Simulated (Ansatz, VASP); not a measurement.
## CaO in VASP and in Ansatz

INCAR

```
SYSTEM = CaO
PREC     = Accurate       ! precision mode
ENCUT    = 520            ! plane-wave cutoff, eV
EDIFF    = 1E-7           ! SCF threshold, eV
ISMEAR   = 0              ! smearing method
SIGMA    = 0.05           ! smearing width, eV
LREAL    = .FALSE.        ! projectors in reciprocal space
LASPH    = .TRUE.         ! aspherical terms in the spheres
NELM     = 100            ! most SCF steps
ALGO     = Normal         ! electronic algorithm
ISIF     = 2              ! what is computed and relaxed
LWAVE    = .FALSE.        ! write WAVECAR
LCHARG   = .FALSE.        ! write CHGCAR
GGA      = PE             ! functional
NBANDS   = 24             ! bands
```

File KPOINTS:

```
Automatic mesh
0
G
  9 9 6
  0 0 0
```

File POSCAR:

```
CaO
1.0
    4.3248476934      0.0000000000      0.0000000000
   -2.1624238467      3.2369972645      0.0000000000
    0.0000000000      0.0000000000      4.7438152858
Ca O
2 2
Direct
    0.3333333333      0.6666666667      0.7500000000
    0.6666666667      0.3333333333      0.2500000000
    0.3333333333      0.6666666667      0.2500000000
    0.6666666667      0.3333333333      0.7500000000
```

Input for Ansatz:

```yaml
crystal:
  lattice:
    - [4.3248476934, 0.0, 0.0]
    - [-2.1624238467, 3.2369972645, 0.0]
    - [0.0, 0.0, 4.7438152858]
  atoms:
    - { symbol: Ca, position: [0.3333333333, 0.6666666667, 0.75] }
    - { symbol: Ca, position: [0.6666666667, 0.3333333333, 0.25] }
    - { symbol: O, position: [0.3333333333, 0.6666666667, 0.25] }
    - { symbol: O, position: [0.6666666667, 0.3333333333, 0.75] }
basis:
  ecutwfc: 520.0
kpoints:
  mp_grid: { grid: [9, 9, 6] }
hamiltonian:
  xc: pbe
scf:
  occupations: { method: gaussian, width: 0.05 }
output:
  forces: true
  stress: true
  eigenvalues: true
```

Change from the starting cell: strain +e along x and -e along y +0.0733, strain +e along z and -e/2 along x and y -0.0133.

Alike in both runs: task single point; functional PBE; k mesh 9 × 9 × 6; occupations gaussian, width 0.05 eV; no spin polarisation.

```csv
,VASP,Ansatz
version,VASP 6.6.1,Ansatz 0.2.0
potentials or method,"VASP PAW PBE potentials, release 64 (Ca_sv, O), cutoff 520 eV","scalar-relativistic, plane waves, PAW"
valence electrons in the cell,32,32
```

|  | VASP | Ansatz | Ansatz less VASP |
| --- | --- | --- | --- |
| gap on the k mesh at the Fermi level (eV) | 3.14 | 3.15 | +0.014 |
| least direct gap on the mesh (eV) | 3.14 | 3.15 | +0.014 |
| pressure (GPa) | 2.1 | 1.6 | -0.51 |
| traceless stress, the component that is largest in VASP (GPa) | -6.71 | -6.49 | +0.219 |
| rms of the force components (eV/Å) | 0.573 | 0.546 | -0.0267 |

Atom by atom the forces differ by 0.027 eV/Å (rms over components).
